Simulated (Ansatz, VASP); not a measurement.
GaN in VASP and in Ansatz

INCAR

```
PREC     = Accurate       # precision mode
ENCUT    = 520            # plane-wave cutoff, eV
EDIFF    = 1E-6           # SCF threshold, eV
ISMEAR   = -1             # smearing method
SIGMA    = 0.5            # smearing width, eV
LREAL    = F              # projectors in reciprocal space
LASPH    = T              # aspherical terms in the spheres
NELM     = 80             # most SCF steps
ALGO     = Normal         # electronic algorithm
ISIF     = 2              # what is computed and relaxed
LWAVE    = F              # write WAVECAR
LCHARG   = T              # write CHGCAR
GGA      = PE             # functional
LELF     = T              # ELF
LVHAR    = T            
NBANDS   = 26             # bands
```

The input KPOINTS:

```
Automatic mesh
0
Gamma
  6 6 4
```

The input POSCAR:

```
GaN
1.0
    3.1831495813      0.0000000000      0.0000000000
   -1.5915747906      2.7566884014      0.0000000000
    0.0000000000      0.0000000000      5.1836255286
Ga N
2 2
Direct
    0.3333333333      0.6666666667     -0.0008868509
    0.6666666667      0.3333333333      0.4991131491
    0.3333333333      0.6666666667      0.3758868509
    0.6666666667      0.3333333333      0.8758868509
```

Input for Ansatz:

```yaml
crystal:
  lattice:
    - [3.1831495813, 0.0, 0.0]
    - [-1.5915747906, 2.7566884014, 0.0]
    - [0.0, 0.0, 5.1836255286]
  atoms:
    - { symbol: Ga, position: [0.3333333333, 0.6666666667, -0.0008868509] }
    - { symbol: Ga, position: [0.6666666667, 0.3333333333, 0.4991131491] }
    - { symbol: "N", position: [0.3333333333, 0.6666666667, 0.3758868509] }
    - { symbol: "N", position: [0.6666666667, 0.3333333333, 0.8758868509] }
kpoints:
  mp_grid: { grid: [6, 6, 4] }
hamiltonian:
  xc: pbe
scf:
  occupations: { method: fermi_dirac, width: 0.5 }
  n_extra_bands: 5
output:
  forces: true
  stress: true
  eigenvalues: true
```

Alike in both runs: task single point; functional PBE; k mesh 6 × 6 × 4; occupations fermi-dirac, width 0.5 eV; no spin polarisation.

|  | VASP | Ansatz |
| --- | --- | --- |
| version | VASP 6.6.1 | Ansatz 0.2.0 |
| potentials or method | VASP PAW PBE potentials, release 64 (Ga_d, N) | plane waves |
| plane-wave cutoff (eV) | 520 | 420 |
| valence electrons in the cell | 36 | 36 |

Ansatz gave:

| Item | Value |
| --- | --- |
| pressure (GPa) | 6.6 |
| traceless stress, the component that is largest in VASP (GPa) | 0.08 |
| rms of the force components (eV/Å) | 0.005 |

Problem. What did VASP give for the same quantities?

Solution. Pressure (GPa): 6.6; traceless stress, the component that is largest in VASP (GPa): 0.11; rms of the force components (eV/Å): 0.004.

Atom by atom the forces differ by 0.000 eV/Å (rms over components).
